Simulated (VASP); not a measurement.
# AlP (zincblende type) (F-43m) in VASP: further runs, part 3 of 3

VASP 6.6.1.

### Step 4. Single point, r2SCAN (volume scaled by 0.94)

File POSCAR:

```
AlP
1.0
    0.0000000000      2.6833784921      2.6833784921
    2.6833784921      0.0000000000      2.6833784921
    2.6833784921      2.6833784921      0.0000000000
Al P
1 1
Direct
    0.0000000000      0.0000000000      0.0000000000
    0.2500000000      0.2500000000      0.2500000000
```

File INCAR.step1:

```
SYSTEM = AlP
PREC = Accurate
ENCUT = 550
ISMEAR = -1
SIGMA = 0.08
LREAL = .False.
LASPH = .True.
NELM = 120
NBANDS = 11
GGA = PE
ALGO = Normal
EDIFF = 1E-5
LWAVE = .True.
LCHARG = .False.
GGA_COMPAT = .False.
```

File INCAR.step2:

```
SYSTEM = AlP
PREC = Accurate
ENCUT = 550
EDIFF = 1E-6
ISMEAR = -1
SIGMA = 0.08
LREAL = .False.
LASPH = .True.
NELM = 120
ALGO = Normal
ISIF = 2
LWAVE = .False.
LCHARG = .False.
METAGGA = R2SCAN
LMIXTAU = .True.
NBANDS = 11
ISTART = 1
GGA_COMPAT = .False.
```

File KPOINTS:

```
Automatic mesh
0
Gamma
  12 12 12
  0 0 0
```

Potentials or basis: VASP PAW PBE potentials, release 64 (Al, P).

The run is started by

```sh
$ cat potpaw_PBE.64/Al/POTCAR potpaw_PBE.64/P/POTCAR > POTCAR
$ cp INCAR.step1 INCAR
$ mpirun -np 1 vasp_std > vasp.out
$ cp INCAR.step2 INCAR
$ mpirun -np 1 vasp_std > vasp.out
```

OUTCAR:

```text
SYSTEM = AlP
   PREC = Accurate
   ENCUT = 550
   EDIFF = 1E-6
   ISMEAR = -1
   LREAL = .False.
   LASPH = .True.
   NELM = 120
   ISIF = 2
   METAGGA = R2SCAN
   ISTART = 1

 ion  position               nearest neighbor table
   1  0.000  0.000  0.000-   2 2.32   2 2.32   2 2.32   2 2.32
   2  0.250  0.250  0.250-   1 2.32   1 2.32   1 2.32   1 2.32

  LATTYP: Found a face centered cubic cell.
 ALAT       =     5.3667569842

  Lattice vectors:

[... 513 lines left out ...]
      5       8.8604      0.00000
      6      10.5762      0.00000
      7      11.1420      0.00000
      8      14.1163      0.00000
      9      15.6248      0.00000
     10      16.0686      0.00000
     11      18.2129      0.00000

 [... further k-points ...]
[... 5 lines left out ...]
  --------------------------------------------------------------------------------------
  -------------------------------------------------------------------------------------
  Total        1.4453735      1.4453735      1.4453735      0.0000000     -0.0000000      0.0000000
  in kB       59.9259429     59.9259429     59.9259429      0.0000000     -0.0000000      0.0000000
  external PRESSURE =      59.9259429 kB  Pullay stress =       0.0000000 kB

 VOLUME and BASIS-vectors are now :
 -----------------------------------------------------------------------------
  energy-cutoff  :      550.00
  volume of cell :       38.64
      direct lattice vectors                 reciprocal lattice vectors
     0.000000000  2.683378492  2.683378492    -0.186332268  0.186332268  0.186332268
     2.683378492  0.000000000  2.683378492     0.186332268 -0.186332268  0.186332268
     2.683378492  2.683378492  0.000000000     0.186332268  0.186332268 -0.186332268

 POSITION                                       TOTAL-FORCE (eV/Angst)
 -----------------------------------------------------------------------------------
      0.00000      0.00000      0.00000        -0.000000     -0.000000     -0.000000
      1.34169      1.34169      1.34169         0.000000      0.000000      0.000000
 -----------------------------------------------------------------------------------
    total drift:                               -0.000000     -0.000000     -0.000000

  FREE ENERGIE OF THE ION-ELECTRON SYSTEM (eV)
  ---------------------------------------------------
  free  energy   TOTEN  =       -17.1688227809 eV

  energy  without entropy=      -17.1688225042  energy(sigma->0) =      -17.16882264
```

OUTCAR.step1:

```text
SYSTEM = AlP
   PREC = Accurate
   ENCUT = 550
   ISMEAR = -1
   LREAL = .False.
   LASPH = .True.
[... 557 lines left out ...]
      0.00000      0.00000      0.00000        -0.000000     -0.000000     -0.000000
      1.34169      1.34169      1.34169         0.000000      0.000000      0.000000
 -----------------------------------------------------------------------------------
    total drift:                               -0.000000     -0.000000     -0.000000

  FREE ENERGIE OF THE ION-ELECTRON SYSTEM (eV)
  ---------------------------------------------------
  free  energy   TOTEN  =       -10.3106864066 eV

  energy  without entropy=      -10.3106844308  energy(sigma->0) =      -10.31068542
```

OSZICAR.step1:

```text
N       E                     dE             d eps       ncg     rms          rms(c)
DAV:   1     0.139120638228E+02    0.13912E+02   -0.32359E+03  1592   0.588E+02
DAV:   2    -0.964469741970E+01   -0.23557E+02   -0.22152E+02  1975   0.942E+01
DAV:   3    -0.106716362563E+02   -0.10269E+01   -0.10248E+01  1995   0.191E+01
DAV:   4    -0.106805935234E+02   -0.89573E-02   -0.89564E-02  1906   0.214E+00
DAV:   5    -0.106807533366E+02   -0.15981E-03   -0.15981E-03  2039   0.273E-01    0.475E+00
DAV:   6    -0.103602984923E+02    0.32045E+00   -0.59439E-01  1799   0.293E+00    0.306E+00
DAV:   7    -0.103103142062E+02    0.49984E-01   -0.23709E-01  1919   0.200E+00    0.151E+00
DAV:   8    -0.103106373569E+02   -0.32315E-03   -0.15689E-02  1841   0.621E-01    0.215E-01
DAV:   9    -0.103105497954E+02    0.87562E-04   -0.72511E-04  1888   0.151E-01    0.827E-02
DAV:  10    -0.103106819436E+02   -0.13215E-03   -0.19010E-04  1812   0.746E-02    0.867E-03
DAV:  11    -0.103106864066E+02   -0.44630E-05   -0.21174E-05  1967   0.219E-02
   1 F= -.10310686E+02 E0= -.10310685E+02  d E =-.197580E-05
```

It took 72 s on 1 thread of Intel Xeon 6975P-C (Granite Rapids), shared host; peak memory 0.17 GiB.

Results:

```yaml
Free_energy: -17.1688 eV
Pressure: 6.0 GPa
Band_gap_on_the_k_mesh: 1.81 eV, indirect (least direct gap 4.10 eV)
```

Levels at points of the mesh, in eV from the valence-band top:
| k point | band 1 | band 2 | band 3 | band 4 | band 5 | band 6 | band 7 | band 8 | band 9 |
| --- | --- | --- | --- | --- | --- | --- | --- | --- | --- |
| (0.00, 0.00, 0.00) | -12.30 | 0.00 | 0.00 | 0.00 | 4.48 | 5.05 | 5.05 | 5.05 | 9.37 |
| (0.50, 0.00, 0.00) | -10.42 | -5.91 | -0.82 | -0.82 | 3.54 | 5.23 | 5.23 | 9.12 | 12.34 |
| (0.50, 0.50, 0.00) | -9.68 | -5.62 | -2.29 | -2.29 | 1.81 | 2.83 | 12.46 | 12.46 | 12.99 |

Caveat: the cell differs from its parent crystal (volume scaled by 0.94); the PAW data sets were made with another functional, which shifts forces and pressure a little. A k mesh can miss the band edges.

### Step 5. Single point, r2SCAN (volume scaled by 0.94)

POSCAR is that of step 4.

File INCAR.step1:

```
PREC = Accurate
ENCUT = 550
ISMEAR = -1
SIGMA = 0.08
LREAL = False
LASPH = True
NELM = 120
NBANDS = 11
GGA = PE
ALGO = Normal
EDIFF = 1E-5
LWAVE = True
LCHARG = False
GGA_COMPAT = False
```

File INCAR.step2:

```
PREC = Accurate
ENCUT = 550
EDIFF = 1E-6
ISMEAR = -1
SIGMA = 0.08
LREAL = False
LASPH = True
NELM = 120
ALGO = Normal
ISIF = 2
LWAVE = False
LCHARG = False
METAGGA = R2SCAN
LMIXTAU = True
NBANDS = 11
ISTART = 1
GGA_COMPAT = False
```

File KPOINTS:

```
regular mesh
0
Gamma
  12 12 12
```

The run is started by

```sh
$ cat potpaw_PBE.64/Al/POTCAR potpaw_PBE.64/P/POTCAR > POTCAR
$ cp INCAR.step1 INCAR
$ mpirun -np 1 vasp_std > vasp.out
$ cp INCAR.step2 INCAR
$ mpirun -np 1 vasp_std > vasp.out
```

Run time: 72 s. Hardware: 1 thread of Intel Xeon 6975P-C (Granite Rapids), shared host; peak memory 0.18 GiB.

Results (log left out):

```
Free energy            : -17.1688 eV
Pressure               : 6.0 GPa
Band gap on the k mesh : 1.81 eV, indirect (least direct gap 4.10 eV)
```

Levels at points of the mesh, in eV from the valence-band top:
```csv
k point,band 1,band 2,band 3,band 4,band 5,band 6,band 7,band 8,band 9
"(0.00, 0.00, 0.00)",-12.30,0.00,0.00,0.00,4.48,5.05,5.05,5.05,9.37
"(0.50, 0.00, 0.00)",-10.42,-5.91,-0.82,-0.82,3.54,5.23,5.23,9.12,12.34
"(0.50, 0.50, 0.00)",-9.68,-5.62,-2.29,-2.29,1.81,2.83,12.46,12.46,12.99
```

Caveat: the cell differs from its parent crystal (volume scaled by 0.94); the PAW data sets were made with another functional, which shifts forces and pressure a little. A k mesh can miss the band edges.

### Step 6. Single point, r2SCAN

This run uses another cell than the first one, of 20.56 Å³/atom, 1.136 times its volume.

File POSCAR:

```
AlP
1.0
    0.0000000000      2.7392982284      2.7392982284
    2.7392982284      0.0000000000      2.7392982284
    2.7392982284      2.7392982284      0.0000000000
Al P
1 1
Direct
    0.0000000000      0.0000000000      0.0000000000
    0.2500000000      0.2500000000      0.2500000000
```

File INCAR.step1:

```
SYSTEM = AlP
PREC     = Accurate       ! precision mode
ENCUT    = 550            ! plane-wave cutoff, eV
ISMEAR   = -1             ! smearing method
SIGMA    = 0.08           ! smearing width, eV
LREAL    = .False.        ! projectors in reciprocal space
LASPH    = .True.         ! aspherical terms in the spheres
NELM     = 120            ! most SCF steps
NBANDS   = 11             ! bands
GGA      = PE             ! functional
ALGO     = Normal         ! electronic algorithm
EDIFF    = 1E-5           ! SCF threshold, eV
LWAVE    = .True.         ! write WAVECAR
LCHARG   = .False.        ! write CHGCAR
GGA_COMPAT= .False.
```

File INCAR.step2:

```
SYSTEM = AlP
PREC     = Accurate       ! precision mode
ENCUT    = 550            ! plane-wave cutoff, eV
EDIFF    = 1E-6           ! SCF threshold, eV
ISMEAR   = -1             ! smearing method
SIGMA    = 0.08           ! smearing width, eV
LREAL    = .False.        ! projectors in reciprocal space
LASPH    = .True.         ! aspherical terms in the spheres
NELM     = 120            ! most SCF steps
ALGO     = Normal         ! electronic algorithm
ISIF     = 2              ! what is computed and relaxed
LWAVE    = .False.        ! write WAVECAR
LCHARG   = .False.        ! write CHGCAR
METAGGA  = R2SCAN         ! meta-GGA
LMIXTAU  = .True.       
NBANDS   = 11             ! bands
ISTART   = 1            
GGA_COMPAT= .False.
```

File KPOINTS:

```
regular mesh
0
Gamma
  12 12 12
  0 0 0
```

Potentials or basis: VASP PAW PBE potentials, release 64 (Al, P).

The run is started by

```sh
$ cat potpaw_PBE.64/Al/POTCAR potpaw_PBE.64/P/POTCAR > POTCAR
$ cp INCAR.step1 INCAR
$ mpirun -np 1 vasp_std > vasp.out
$ cp INCAR.step2 INCAR
$ mpirun -np 1 vasp_std > vasp.out
```

It took 75 s on 1 thread of Intel Xeon 6975P-C (Granite Rapids), shared host; peak memory 0.18 GiB.

The run converged. Its results:

```yaml
Free_energy: -17.2102 eV
Pressure: -0.3 GPa
Band_gap_on_the_k_mesh: 1.93 eV, indirect (least direct gap 3.91 eV)
```

Levels at points of the mesh, in eV from the valence-band top:
```csv
k point,band 2,band 3,band 4,band 5,band 6,band 7
"(0.00, 0.00, 0.00)",0.00,0.00,0.00,3.91,4.96,4.96
"(0.50, 0.00, 0.00)",-5.63,-0.79,-0.79,3.29,5.22,5.22
"(0.50, 0.50, 0.00)",-5.40,-2.16,-2.16,1.93,2.85,11.90
```

Caveat: the PAW data sets were made with another functional, which shifts forces and pressure a little.

### Step 7. Overview

```csv
cell,gap on the mesh (eV),pressure (GPa)
"a = 3.712 Å, angles 60.0°, 2 atoms",1.66,14.5
"a = 3.795 Å, angles 60.0°, 2 atoms",1.81,6.0
"a = 3.874 Å, angles 60.0°, 2 atoms",1.93,-0.3
```

Alike in all rows: task single point; level r2SCAN; potentials or basis VASP PAW PBE potentials, release 64 (Al, P); no spin polarisation; k mesh 12 × 12 × 12; cutoff (eV) 550; smearing fermi-dirac 0.08 eV.

Caveats: the PAW data sets were made with another functional, which shifts forces and pressure a little.

Total energies depend on the potentials used, so only differences within one code and one set of settings carry meaning.
